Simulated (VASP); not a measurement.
# BeS (Pm-3m) in VASP: further runs, part 2 of 2

VASP 6.6.1. Earlier steps stand in the parts before.

## Step 3: Single point, r2SCAN50

POSCAR reads:

```
BeS
1.0
    2.9413850405      0.0000000000      0.0000000000
    0.0000000000      2.9413850405      0.0000000000
    0.0000000000      0.0000000000      2.9413850405
Be S
1 1
Direct
    0.0000000000      0.0000000000      0.0000000000
    0.5000000000      0.5000000000      0.5000000000
```

INCAR.step1 reads:

```
PREC = Accurate
ENCUT = 580
EDIFF = 1E-5
ISMEAR = -1
SIGMA = 0.02
LREAL = False
LASPH = True
NELM = 120
ALGO = Normal
ISIF = 2
LWAVE = True
LCHARG = False
NBANDS = 11
GGA = PE
GGA_COMPAT = False
```

INCAR.step2 reads:

```
PREC = Accurate
ENCUT = 580
EDIFF = 1E-6
ISMEAR = -1
SIGMA = 0.02
LREAL = False
LASPH = True
NELM = 120
ALGO = Normal
ISIF = 2
LWAVE = False
LCHARG = False
METAGGA = R2SCAN
LHFCALC = True
AEXX = 0.5
LMIXTAU = True
PRECFOCK = Normal
NBANDS = 11
ISTART = 1
GGA_COMPAT = False
```

KPOINTS reads:

```
Automatic mesh
0
Gamma
  4 4 4
```

Potentials or basis: VASP PAW PBE potentials, release 64 (Be, S).

Command:

```bash
$ cat potpaw_PBE.64/Be/POTCAR potpaw_PBE.64/S/POTCAR > POTCAR
$ cp INCAR.step1 INCAR
$ mpirun -np 1 vasp_std > vasp.out
$ cp INCAR.step2 INCAR
$ mpirun -np 1 vasp_std > vasp.out
```

OUTCAR:

```text
PREC = Accurate
   ENCUT = 580
   EDIFF = 1E-6
   ISMEAR = -1
   LREAL = False
   LASPH = True
   NELM = 120
   ISIF = 2
   METAGGA = R2SCAN
   LHFCALC = True
   AEXX = 0.5
   PRECFOCK = Normal
   ISTART = 1

 ion  position               nearest neighbor table
   1  0.000  0.000  0.000-   2 2.55   2 2.55   2 2.55   2 2.55   2 2.55   2 2.55   2 2.55   2 2.55

   2  0.500  0.500  0.500-   1 2.55   1 2.55   1 2.55   1 2.55   1 2.55   1 2.55   1 2.55   1 2.55

  LATTYP: Found a simple cubic cell.
 ALAT       =     2.9413850405

  Lattice vectors:

 A1 = (   2.9413850405,   0.0000000000,   0.0000000000)
 A2 = (   0.0000000000,   2.9413850405,   0.0000000000)
 A3 = (   0.0000000000,   0.0000000000,   2.9413850405)

Analysis of symmetry for initial positions (statically):
=====================================================================
 Subroutine PRICEL returns:
 Original cell was already a primitive cell.

 Routine SETGRP: Setting up the symmetry group for a
 simple cubic supercell.

 Subroutine GETGRP returns: Found 48 space group operations
 (whereof 48 operations were pure point group operations)
 out of a pool of 48 trial point group operations.

The static configuration has the point symmetry O_h .

Analysis of symmetry for dynamics (positions and initial velocities):
=====================================================================
 Subroutine PRICEL returns:
 Original cell was already a primitive cell.

 Routine SETGRP: Setting up the symmetry group for a
 simple cubic supercell.

 Subroutine GETGRP returns: Found 48 space group operations
 (whereof 48 operations were pure point group operations)
 out of a pool of 48 trial point group operations.

The dynamic configuration has the point symmetry O_h .

 Subroutine INISYM returns: Found 48 space group operations
 (whereof 48 operations are pure point group operations),
 and found     1 'primitive' translations

----------------------------------------------------------------------------------------

                                     Primitive cell

  volume of cell :      25.4481

  direct lattice vectors                    reciprocal lattice vectors
     2.941385041  0.000000000  0.000000000     0.339975891  0.000000000  0.000000000
     0.000000000  2.941385041  0.000000000     0.000000000  0.339975891  0.000000000
     0.000000000  0.000000000  2.941385041     0.000000000  0.000000000  0.339975891

  length of vectors
     2.941385041  2.941385041  2.941385041     0.339975891  0.339975891  0.339975891

  position of ions in fractional coordinates (direct lattice)
     0.000000000  0.000000000  0.000000000
     0.500000000  0.500000000  0.500000000

  ion indices of the primitive-cell ions
   primitive index   ion index
                 1           1
                 2           2

----------------------------------------------------------------------------------------

 KPOINTS: Automatic mesh

Automatic generation of k-mesh.
[... 34 lines left out ...]
   number of dos      NEDOS =    301   number of ions     NIONS =      2
   total plane-waves  NPLWV =  13824
   dimension x,y,z NGX =    24 NGY =   24 NGZ =   24
   dimension x,y,z NGXF=    48 NGYF=   48 NGZF=   48
   ions per type =               1   1
   NGX,Y,Z   is equivalent  to a cutoff of  13.56, 13.56, 13.56 a.u.
   NGXF,Y,Z  is equivalent  to a cutoff of  27.13, 27.13, 27.13 a.u.
 SYSTEM =  unknown system
   PREC   = accura    normal or accurate (medium, high low for compatibility)
   ISTART =      1    job   : 0-new  1-cont  2-samecut
   ICHARG =      0    charge: 1-file 2-atom 10-const
   ISPIN  =      1    spin polarized calculation?
   LNONCOLLINEAR =      F non collinear calculations
   LSORBIT =      F    spin-orbit coupling
   LASPH  =      T    aspherical Exc in radial PAW
   ENCUT  =  580.0 eV  42.63 Ry    6.53 a.u.   5.78  5.78  5.78*2*pi/ulx,y,z
   NELM   =    120;   NELMIN=  2; NELMDL=  0     # of ELM steps
   EDIFF  = 0.1E-05   stopping-criterion for ELM
   LREAL  =      F    real-space projection
   EDIFFG = 0.1E-04   stopping-criterion for IOM
   NSW    =      0    number of steps for IOM
   IBRION =     -1    ionic relax: 0-MD 1-quasi-New 2-CG
   NFREE  =      0    steps in history (QN), initial steepest desc. (CG)
   ISIF   =      2    stress and relaxation
   ISYM   =      3    0-nonsym 1-usesym 2-fastsym
   POTIM  = 0.5000    time-step for ionic-motion
   TEBEG  =    0.0;   TEEND  =   0.0 temperature during run
   PSTRESS=    0.0 pullay stress
   NELECT =       8.0000    total number of electrons
   NUPDOWN=      -1.0000    fix difference up-down
   EMIN   =  10.00;   EMAX   =-10.00  energy-range for DOS
   EFERMI =   0.00;   METHOD = LEGACY
   ISMEAR =    -1;   SIGMA  =   0.02  broadening in eV -4-tet -1-fermi 0-gaus
   EFERMI_NEDOS =   21; number of points for ismear=-14 and -15
   IALGO  =     38    algorithm
   IMIX   =      1    mixing-type and parameters
     AMIX     =   0.40;   BMIX     =  1.00
     AMIX_MAG =   1.60;   BMIX_MAG =  1.00
  volume/ion in A,a.u.               =      12.72        85.87
  Fermi-wavevector in a.u.,A,eV,Ry     =   1.113148  2.103545 16.858961  1.239099
  Thomas-Fermi vector in A             =   2.249730
   LORBIT       =      0    0 simple, 1 ext, 2 COOP (PROOUT), +10 PAW based schemes
   METAGGA = R2SCAN    functional components
   LHFCALC =     T    Hartree Fock is set to
   PRECFOCK=normal    Normal, Fast or Accurate (Low or Medium for compatibility)
   ENCUT4O =  -1.0   cutoff for four orbital integrals eV
   NKREDX  =     1    reduce k-point grid by
   NKREDY  =     1    reduce k-point grid by
   NKREDZ  =     1    reduce k-point grid by
   AEXX    =    0.5000 exact exchange contribution
   HFSCREEN=    0.0000 screening length (either q_TF or 0.3 A-1)
   HFSCREENC=   0.0000 screening length for correlation (either q_TF or 0.3 A-1)
   ENCUTFOCK=  -1.0 apply spherical cutoff to Coloumb kernel
   IVDW    =     0    specifies the selected vdW correction
   LEPSILON=     F    determine dielectric tensor
   LRPA    =     F    only Hartree local field effects (RPA)
 non-spin polarized calculation
  energy-cutoff  :      580.00
  volume of cell :       25.45
 maximum number of plane-waves:       840
 NGX is ok and might be reduce to    24
  NGX = 18; NGY = 18; NGZ = 18

 number of electron       8.0000001 magnetization

 Free energy of the ion-electron system (eV)
  ---------------------------------------------------
  ext. energy  EPLUGINS =         0.00000000
  ---------------------------------------------------
  free energy    TOTEN  =       -12.52723980 eV

  energy without entropy =      -12.52302229  energy(sigma->0) =      -12.52513104

 E-fermi :   7.8861     XC(G=0):  -6.2821

 val. band max:        6.2714984979   @ k =   0.5000   0.5000   0.5000
 cond. band min:       7.9080670454   @ k =   0.5000   0.2500   0.0000
 fundamental gap:      1.6365685475
 Fermi energy:         7.8860947996

 k-point     1 :       0.0000    0.0000    0.0000
  band No.  band energies     occupation
      1     -13.7289      2.00000
      2       3.7706      2.00000
      3       3.7706      2.00000
      4       3.7706      2.00000
      5      10.7963      0.00000
      6      14.3467      0.00000
      7      14.3467      0.00000
      8      20.7003      0.00000
      9      20.7003      0.00000
     10      20.7003      0.00000
     11      26.7993      0.00000
[... 113 lines left out ...]
 k-point    10 :       0.5000    0.5000    0.5000
  band No.  band energies     occupation
      1      -7.3473      2.00000
      2       0.6484      2.00000
      3       0.6484      2.00000
      4       0.6484      2.00000
      5       6.2715      2.00000
      6       6.2715      2.00000
      7       6.2715      2.00000
      8      13.3098      0.00000
      9      32.3741      0.00000
     10      32.3741      0.00000
     11      32.3750      0.00000

------------------------ aborting loop because EDIFF is reached ----------------------------------------

  FORCE on cell =-STRESS in cart. coord.  units (eV):
  Direction    XX          YY          ZZ          XY          YZ          ZX
  --------------------------------------------------------------------------------------
  -------------------------------------------------------------------------------------
  Total       -0.7999745     -0.7999745     -0.7999745     -0.0000000     -0.0000000      0.0000000
  in kB      -50.3652610    -50.3652610    -50.3652610     -0.0000000     -0.0000000      0.0000000
  external PRESSURE =     -50.3652610 kB  Pullay stress =       0.0000000 kB

 VOLUME and BASIS-vectors are now :
 -----------------------------------------------------------------------------
  energy-cutoff  :      580.00
  volume of cell :       25.45
      direct lattice vectors                 reciprocal lattice vectors
     2.941385041  0.000000000  0.000000000     0.339975891  0.000000000  0.000000000
     0.000000000  2.941385041  0.000000000     0.000000000  0.339975891  0.000000000
     0.000000000  0.000000000  2.941385041     0.000000000  0.000000000  0.339975891

 POSITION                                       TOTAL-FORCE (eV/Angst)
 -----------------------------------------------------------------------------------
      0.00000      0.00000      0.00000         0.000000      0.000000      0.000000
      1.47069      1.47069      1.47069         0.000000      0.000000      0.000000
 -----------------------------------------------------------------------------------
    total drift:                                0.000000     -0.000000     -0.000000

  FREE ENERGIE OF THE ION-ELECTRON SYSTEM (eV)
  ---------------------------------------------------
  free  energy   TOTEN  =       -12.5272397998 eV

  energy  without entropy=      -12.5230222862  energy(sigma->0) =      -12.52513104
```

It took 2.7 min on 1 thread of Intel Xeon 8259CL, shared host; peak memory 0.14 GiB.

What came out:

```
Free energy            : -12.5272 eV
Pressure               : -5.0 GPa
Band gap on the k mesh : zero (bands 4 and 5 overlap by 2.57 eV)
```

Caveat: the k points lie up to 0.53 Å⁻¹ apart, too coarse for converged energies and pressures of a metal; the structure was generated, so it needn't be the stable form of BeS; the PAW data sets were made with another functional, which shifts forces and pressure a little.

## Step 4: Single point, HSE06

POSCAR is that of step 3.

Edit INCAR.step1 of step 3 so:

```diff
@@ -1,6 +1,6 @@
 PREC = Accurate
-ENCUT = 580
+ENCUT = 520
 EDIFF = 1E-5
-ISMEAR = -1
-SIGMA = 0.02
+ISMEAR = 1
+SIGMA = 0.05
 LREAL = False
```

INCAR.step2 reads:

```
PREC = Accurate
ENCUT = 520
EDIFF = 1E-6
ISMEAR = 1
SIGMA = 0.05
LREAL = False
LASPH = True
NELM = 120
ALGO = Normal
ISIF = 2
LWAVE = False
LCHARG = False
GGA = PE
LHFCALC = True
HFSCREEN = 0.2079
PRECFOCK = Normal
NBANDS = 11
ISTART = 1
GGA_COMPAT = False
```

KPOINTS reads:

```
regular mesh
0
Gamma
  4 4 4
```

Command:

```bash
$ cat potpaw_PBE.64/Be/POTCAR potpaw_PBE.64/S/POTCAR > POTCAR
$ cp INCAR.step1 INCAR
$ mpirun -np 1 vasp_std > vasp.out
$ cp INCAR.step2 INCAR
$ mpirun -np 1 vasp_std > vasp.out
```

Wall time 3.2 min (1 thread of Intel Xeon 8259CL, shared host); peak memory 0.23 GiB.

The run converged. Its results:

```yaml
Free_energy: -8.0484 eV
Pressure: -3.7 GPa
Band_gap_on_the_k_mesh: zero (bands 4 and 5 overlap by 1.66 eV)
```

Levels at points of the mesh, in eV from the Fermi level:
| k point | band 1 | band 2 | band 3 | band 4 | band 5 | band 6 | band 7 | band 8 |
| --- | --- | --- | --- | --- | --- | --- | --- | --- |
| (0.00, 0.00, 0.00) | -18.36 | -2.57 | -2.57 | -2.57 | 1.73 | 5.25 | 5.25 | 10.71 |
| (0.50, 0.00, 0.00) | -16.36 | -10.17 | -0.58 | -0.58 | 3.75 | 5.57 | 5.57 | 7.34 |
| (0.50, 0.50, 0.00) | -14.33 | -8.13 | -8.13 | -2.20 | 0.72 | 8.28 | 8.28 | 8.52 |
| (0.50, 0.50, 0.50) | -12.62 | -5.48 | -5.48 | -5.48 | -0.83 | -0.83 | -0.83 | 4.07 |

Caveat: the k points lie up to 0.53 Å⁻¹ apart, too coarse for converged energies and pressures of a metal; the structure was generated, so it needn't be the stable form of BeS; the PAW data sets were made with another functional, which shifts forces and pressure a little.

## Step 5: The runs side by side

| level | k mesh | cutoff (eV) | smearing | grid for exact exchange (PRECFOCK) | share of exact exchange | screening parameter | gap on the mesh (eV) | pressure (GPa) |
| --- | --- | --- | --- | --- | --- | --- | --- | --- |
| PBEsol | 6 × 6 × 6 | 600 | methfessel-paxton 0.2 eV | - | - | - | none | -4.7 |
| r2SCAN50 | 4 × 4 × 4 | 580 | fermi-dirac 0.02 eV | Normal | 0.5 | - | none | -5.0 |
| HSE06 | 4 × 4 × 4 | 520 | methfessel-paxton 0.05 eV | Normal | 0.25 | 0.2079 1/Å | none | -3.7 |

Alike in all rows: task single point; potentials or basis VASP PAW PBE potentials, release 64 (Be, S); no spin polarisation; cell as given.

Caveats: some runs use coarse meshes; the structure was generated, so it needn't be the stable form of BeS; the PAW data sets were made with another functional, which shifts forces and pressure a little; the cell stands under tension (at least some runs).

Total energies depend on the potentials used, so only differences within one code and one set of settings carry meaning.

The gap in the log of VASP goes by the Fermi energy; the results here count the filled bands.